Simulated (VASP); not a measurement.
# Sn2Te3Pt (R-3m) in VASP: notebook

Sn2Te3Pt is run at these levels: PBE; tasks: single point, relaxation of cell and atoms.

Everything below comes from runs of VASP 6.6.1. Logs are shortened: lines on timing, memory, paths and dates and some standing lists are left out, and cuts for length are marked.

## Step 1: The cell of the first run

It takes space group R-3m (No. 166, trigonal). Conventional cell: a = 7.581 Å, b = 7.581 Å, c = 10.730 Å, α = 90.00°, β = 90.00°, γ = 120.00°. Within 3.9 Å of Sn (site symmetry 3m) lie 3 Te at 2.99 Å and 1 Sn at 3.09 Å and 1 Pt at 3.82 Å. Te (site symmetry 2/m) has 2 Pt at 2.83 Å and 2 Sn at 2.99 Å within 3.7 Å. Within 3.7 Å of Pt (site symmetry -3m) lie 6 Te at 2.83 Å.

## Step 2: Single point, PBE

The input, INCAR:

```
SYSTEM = Sn2Te3Pt
  ALGO = Normal
  EDIFF = 1E-7
  ENCUT = 520
  GGA = PE
  ISIF = 2
  ISMEAR = 0
  LASPH = .True.
  LCHARG = .True.
  LELF = .True.
  LREAL = .False.
  LVHAR = .True.
  LWAVE = .False.
  NBANDS = 37
  NELM = 60
  PREC = Accurate
  SIGMA = 0.1
```

The input, KPOINTS:

```
k-points
0
Gamma
  3 3 3
  0 0 0
```

The input, POSCAR:

```
Sn2Te3Pt
1.0
    3.7904167794      2.1883981479      3.5765880222
   -3.7904167794      2.1883981479      3.5765880222
    0.0000000000     -4.3767962959      3.5765880222
Sn Te Pt
2 3 1
Direct
    0.6439521557      0.6439521557      0.6439521557
    0.3560478443      0.3560478443      0.3560478443
    0.0000000000      0.5000000000      0.0000000000
    0.5000000000      0.0000000000      0.0000000000
    0.0000000000      0.0000000000      0.5000000000
    0.0000000000      0.0000000000      0.0000000000
```

Potentials or basis: VASP PAW PBE potentials, release 64 (Sn_d, Te, Pt).

Launch:

```console
> cat potpaw_PBE.64/Sn_d/POTCAR potpaw_PBE.64/Te/POTCAR potpaw_PBE.64/Pt/POTCAR > POTCAR
> mpirun -np 1 vasp_std > vasp.out
```

OUTCAR:

```text
SYSTEM = Sn2Te3Pt
   EDIFF = 1E-7
   ENCUT = 520
   GGA = PE
   ISIF = 2
   ISMEAR = 0
   LASPH = .True.
   LREAL = .False.
   NELM = 60
   PREC = Accurate

 ion  position               nearest neighbor table
   1  0.644  0.644  0.644-   5 2.99   4 2.99   3 2.99   2 3.09
   2  0.356  0.356  0.356-   5 2.99   4 2.99   3 2.99   1 3.09
   3  0.000  0.500  0.000-   6 2.83   6 2.83   1 2.99   2 2.99
   4  0.500  0.000  0.000-   6 2.83   6 2.83   1 2.99   2 2.99
   5  0.000  0.000  0.500-   6 2.83   6 2.83   1 2.99   2 2.99
   6  0.000  0.000  0.000-   3 2.83   4 2.83   3 2.83   4 2.83   5 2.83   5 2.83

  LATTYP: Found a trigonal (rhomboedric) cell.
 ALAT       =     5.6522851747
 COS(alpha) =     0.1005939655

  Lattice vectors:

 A1 = (   3.7904167794,   2.1883981479,   3.5765880222)
 A2 = (  -3.7904167794,   2.1883981479,   3.5765880222)
 A3 = (   0.0000000000,  -4.3767962959,   3.5765880222)

Analysis of symmetry for initial positions (statically):
=====================================================================
 Subroutine PRICEL returns:
 Original cell was already a primitive cell.

 Routine SETGRP: Setting up the symmetry group for a
 trigonal (rhombohedral) supercell.

 Subroutine GETGRP returns: Found 12 space group operations
 (whereof 12 operations were pure point group operations)
 out of a pool of 12 trial point group operations.

The static configuration has the point symmetry D_3d.

Analysis of symmetry for dynamics (positions and initial velocities):
=====================================================================
 Subroutine PRICEL returns:
 Original cell was already a primitive cell.

 Routine SETGRP: Setting up the symmetry group for a
 trigonal (rhombohedral) supercell.

 Subroutine GETGRP returns: Found 12 space group operations
 (whereof 12 operations were pure point group operations)
 out of a pool of 12 trial point group operations.

The dynamic configuration has the point symmetry D_3d.

 Subroutine INISYM returns: Found 12 space group operations
 (whereof 12 operations are pure point group operations),
 and found     1 'primitive' translations

----------------------------------------------------------------------------------------

                                     Primitive cell

  volume of cell :     178.0055

  direct lattice vectors                    reciprocal lattice vectors
     3.790416779  2.188398148  3.576588022     0.131911615  0.076159207  0.093198694
    -3.790416779  2.188398148  3.576588022    -0.131911615  0.076159207  0.093198694
     0.000000000 -4.376796296  3.576588022     0.000000000 -0.152318413  0.093198694

  length of vectors
     5.652285175  5.652285175  5.652285175     0.178569022  0.178569022  0.178569022

  position of ions in fractional coordinates (direct lattice)
     0.643952156  0.643952156  0.643952156
     0.356047844  0.356047844  0.356047844
     1.000000000  0.500000000  0.000000000
     0.500000000  1.000000000  0.000000000
     1.000000000  1.000000000  0.500000000
     0.000000000  0.000000000  0.000000000

  ion indices of the primitive-cell ions
   primitive index   ion index
                 1           1
                 2           2
                 3           3
                 4           4
                 5           5
                 6           6

----------------------------------------------------------------------------------------

 KPOINTS: k-points

Automatic generation of k-mesh.
 Grid dimensions read from file:
 generate k-points for:    3    3    3

 Generating k-lattice:

  Cartesian coordinates                     Fractional coordinates (reciprocal lattice)
     0.043970538  0.025386402  0.031066231     0.333333333 -0.000000000 -0.000000000
    -0.043970538  0.025386402  0.031066231    -0.000000000  0.333333333 -0.000000000
     0.000000000 -0.050772804  0.031066231    -0.000000000 -0.000000000  0.333333333

  Length of vectors
     0.059523007  0.059523007  0.059523007

  Shift w.r.t. Gamma in fractional coordinates (k-lattice)
     0.000000000  0.000000000  0.000000000

 Subroutine IBZKPT returns following result:
 ===========================================

 Found      6 irreducible k-points:

 Following reciprocal coordinates:
            Coordinates               Weight
  0.000000  0.000000  0.000000      1.000000
  0.333333 -0.000000  0.000000      6.000000
  0.333333  0.333333  0.000000      6.000000
 -0.333333  0.333333  0.000000      6.000000
  0.333333  0.333333  0.333333      2.000000
 -0.333333  0.333333  0.333333      6.000000
   k-points           NKPTS =      6   k-points in BZ     NKDIM =      6   number of bands    NBANDS=     37
   number of dos      NEDOS =    301   number of ions     NIONS =      6
   total plane-waves  NPLWV =  74088
   dimension x,y,z NGX =    42 NGY =   42 NGZ =   42
   dimension x,y,z NGXF=    84 NGYF=   84 NGZF=   84
   ions per type =               2   3   1
   NGX,Y,Z   is equivalent  to a cutoff of  12.35, 12.35, 12.35 a.u.
   NGXF,Y,Z  is equivalent  to a cutoff of  24.71, 24.71, 24.71 a.u.
 SYSTEM =  Sn2Te3Pt
   PREC   = accura    normal or accurate (medium, high low for compatibility)
   ISTART =      0    job   : 0-new  1-cont  2-samecut
   ICHARG =      2    charge: 1-file 2-atom 10-const
   ISPIN  =      1    spin polarized calculation?
   LNONCOLLINEAR =      F non collinear calculations
   LSORBIT =      F    spin-orbit coupling
   LASPH  =      T    aspherical Exc in radial PAW
   ENCUT  =  520.0 eV  38.22 Ry    6.18 a.u.  10.51 10.51 10.51*2*pi/ulx,y,z
   NELM   =     60;   NELMIN=  2; NELMDL= -5     # of ELM steps
   EDIFF  = 0.1E-06   stopping-criterion for ELM
   LREAL  =      F    real-space projection
   EDIFFG = 0.1E-05   stopping-criterion for IOM
   NSW    =      0    number of steps for IOM
   IBRION =     -1    ionic relax: 0-MD 1-quasi-New 2-CG
   NFREE  =      0    steps in history (QN), initial steepest desc. (CG)
   ISIF   =      2    stress and relaxation
   ISYM   =      2    0-nonsym 1-usesym 2-fastsym
   POTIM  = 0.5000    time-step for ionic-motion
   TEBEG  =    0.0;   TEEND  =   0.0 temperature during run
   PSTRESS=    0.0 pullay stress
   NELECT =      56.0000    total number of electrons
   NUPDOWN=      -1.0000    fix difference up-down
   EMIN   =  10.00;   EMAX   =-10.00  energy-range for DOS
   EFERMI =   0.00;   METHOD = LEGACY
   ISMEAR =     0;   SIGMA  =   0.10  broadening in eV -4-tet -1-fermi 0-gaus
   EFERMI_NEDOS =   21; number of points for ismear=-14 and -15
   IALGO  =     38    algorithm
   IMIX   =      4    mixing-type and parameters
     AMIX     =   0.40;   BMIX     =  1.00
     AMIX_MAG =   1.60;   BMIX_MAG =  1.00
  volume/ion in A,a.u.               =      29.67       200.21
  Fermi-wavevector in a.u.,A,eV,Ry     =   1.113422  2.104062 16.867250  1.239708
  Thomas-Fermi vector in A             =   2.250006
   LORBIT       =      0    0 simple, 1 ext, 2 COOP (PROOUT), +10 PAW based schemes
   GGA     = PE    functional components
   LHFCALC =     F    Hartree Fock is set to
   AEXX    =    0.0000 exact exchange contribution
   IVDW    =     0    specifies the selected vdW correction
   LEPSILON=     F    determine dielectric tensor
   LRPA    =     F    only Hartree local field effects (RPA)
 non-spin polarized calculation
 Gauss-broadening in eV      SIGMA  =   0.10
  energy-cutoff  :      520.00
  volume of cell :      178.01
 maximum number of plane-waves:      4837
 NGX is ok and might be reduce to    42
   NGX = 21   NGY = 21   NGZ = 21

 number of electron      56.0000031 magnetization

 Free energy of the ion-electron system (eV)
  ---------------------------------------------------
  ext. energy  EPLUGINS =         0.00000000
  ---------------------------------------------------
  free energy    TOTEN  =       -23.57271064 eV

  energy without entropy =      -23.55965744  energy(sigma->0) =      -23.56618404

 E-fermi :   6.6226     XC(G=0):  -9.6908

 val. band max:        6.3012495892   @ k =   0.0000   0.0000   0.0000
 cond. band min:       6.6439916326   @ k =   0.3333   0.3333   0.3333
 fundamental gap:      0.3427420434
 Fermi energy:         6.6225723603

 k-point     1 :       0.0000    0.0000    0.0000
  band No.  band energies     occupation
      1     -15.4370      2.00000
      2     -15.3961      2.00000
      3     -15.3961      2.00000
      4     -15.3859      2.00000
      5     -15.3859      2.00000
      6     -15.3739      2.00000
[... 29 lines left out ...]
     36      11.6015      0.00000
     37      11.6015      0.00000

 k-point     2 :       0.3333   -0.0000    0.0000
  band No.  band energies     occupation
      1     -15.4366      2.00000
      2     -15.3968      2.00000
      3     -15.3952      2.00000
      4     -15.3870      2.00000
      5     -15.3842      2.00000
      6     -15.3755      2.00000
[... 29 lines left out ...]
     36      11.2607      0.00000
     37      12.4308      0.00000

 k-point     3 :       0.3333    0.3333    0.0000
  band No.  band energies     occupation
      1     -15.4361      2.00000
      2     -15.3963      2.00000
      3     -15.3951      2.00000
      4     -15.3867      2.00000
      5     -15.3840      2.00000
      6     -15.3759      2.00000
[... 29 lines left out ...]
     36      11.2488      0.00000
     37      12.3051      0.00000

 k-point     4 :      -0.3333    0.3333    0.0000
  band No.  band energies     occupation
      1     -15.4361      2.00000
      2     -15.3958      2.00000
      3     -15.3952      2.00000
      4     -15.3871      2.00000
      5     -15.3838      2.00000
      6     -15.3762      2.00000
[... 29 lines left out ...]
     36      11.2876      0.00000
     37      12.3907      0.00000

 k-point     5 :       0.3333    0.3333    0.3333
  band No.  band energies     occupation
      1     -15.4356      2.00000
      2     -15.3952      2.00000
      3     -15.3952      2.00000
      4     -15.3850      2.00000
      5     -15.3850      2.00000
      6     -15.3755      2.00000
[... 29 lines left out ...]
     36      11.5113      0.00000
     37      12.1573      0.00000

 k-point     6 :      -0.3333    0.3333    0.3333
  band No.  band energies     occupation
      1     -15.4354      2.00000
      2     -15.3950      2.00000
      3     -15.3945      2.00000
      4     -15.3856      2.00000
      5     -15.3851      2.00000
      6     -15.3756      2.00000
[... 29 lines left out ...]
     36      11.8342      0.00000
     37      12.5040      0.00000

------------------------ aborting loop because EDIFF is reached ----------------------------------------

  FORCE on cell =-STRESS in cart. coord.  units (eV):
  Direction    XX          YY          ZZ          XY          YZ          ZX
  --------------------------------------------------------------------------------------
  -------------------------------------------------------------------------------------
  Total       -0.1131274     -0.1131274     -0.1574470     -0.0000000      0.0000000      0.0000000
  in kB       -1.0182273     -1.0182273     -1.4171363     -0.0000000      0.0000000      0.0000000
  external PRESSURE =      -1.1511970 kB  Pullay stress =       0.0000000 kB

 VOLUME and BASIS-vectors are now :
 -----------------------------------------------------------------------------
  energy-cutoff  :      520.00
  volume of cell :      178.01
      direct lattice vectors                 reciprocal lattice vectors
     3.790416779  2.188398148  3.576588022     0.131911615  0.076159207  0.093198694
    -3.790416779  2.188398148  3.576588022    -0.131911615  0.076159207  0.093198694
     0.000000000 -4.376796296  3.576588022     0.000000000 -0.152318413  0.093198694

 POSITION                                       TOTAL-FORCE (eV/Angst)
 -----------------------------------------------------------------------------------
      0.00000     -0.00000      6.90945        -0.000000     -0.000000      0.026346
      0.00000     -0.00000      3.82031        -0.000000      0.000000     -0.026346
     -1.89521      1.09420      1.78829         0.000000     -0.000000     -0.000000
      1.89521      1.09420      1.78829         0.000000     -0.000000     -0.000000
      0.00000     -2.18840      1.78829        -0.000000     -0.000000     -0.000000
      0.00000      0.00000      0.00000        -0.000000     -0.000000     -0.000000
 -----------------------------------------------------------------------------------
    total drift:                               -0.000000     -0.000000      0.000000

  FREE ENERGIE OF THE ION-ELECTRON SYSTEM (eV)
  ---------------------------------------------------
  free  energy   TOTEN  =       -23.5727106378 eV

  energy  without entropy=      -23.5596574358  energy(sigma->0) =      -23.56618404
```

Run time: 47 s. Hardware: 1 thread of Intel Xeon Platinum 8488C (Sapphire Rapids), shared host; peak memory 0.26 GiB.

What came out:

```yaml
Free_energy: -23.5727 eV
Pressure: -0.1 GPa
Largest_force: 0.026 eV/Å
Band_gap_on_the_k_mesh: zero (band 28 reaches 7.73 eV, above the bottom of band 29 at 5.99 eV)
```

Forces on the atoms (eV/Å):
```
Sn   0.000  0.000  0.026
Sn   0.000  0.000 -0.026
Te   0.000  0.000  0.000
Te   0.000  0.000  0.000
Te   0.000  0.000  0.000
Pt   0.000  0.000  0.000
```

Levels at points of the mesh, in eV from the Fermi level:
```tsv
k point	band 25	band 26	band 27	band 28	band 29	band 30	band 31	band 32
(0.00, 0.00, 0.00)	-2.18	-1.00	-0.73	-0.73	-0.61	-0.32	0.19	0.19
```

Caveat: the k points lie up to 0.37 Å⁻¹ apart; spin-orbit coupling is left out, which moves the levels of the heavy elements.

[end of part 1 of 2]
